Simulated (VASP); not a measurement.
Runs of VASP 6.6.1 on Al. The structure is that of space group Fm-3m (No. 225), or close to it. The cells are those of the table. 

```tsv
cell	gap on the mesh (eV)	pressure (GPa)
a = 2.847, b = 2.847, c = 4.102 Å, 2 atoms	none	(b)
a = 2.895, b = 2.895, c = 3.920 Å, 2 atoms	none	0.4
a = 2.836, b = 2.836, c = 4.163 Å, 2 atoms	none	(a)
a = 2.870, b = 2.870, c = 3.981 Å, 2 atoms	none	0.4
a = 2.901, b = 2.901, c = 3.972 Å, 2 atoms	none	-0.9
a = 2.772, b = 2.772, c = 4.205 Å, 2 atoms	none	2.0
a = 2.844, b = 2.844, c = 4.102 Å, 2 atoms	none	-0.5
a = 2.826, b = 2.826, c = 4.223 Å, 2 atoms	none	-1.4
```

Alike in all rows: task single point; level PBE; potentials or basis VASP PAW PBE potentials, release 64 (Al); no spin polarisation; k mesh 18 × 18 × 14; cutoff (eV) 520; smearing gaussian 0.1 eV.

Fill in the values left out.

(a) -1.1; (b) -0.7.

A gap of «none» marks levels without a gap at the run's occupations.
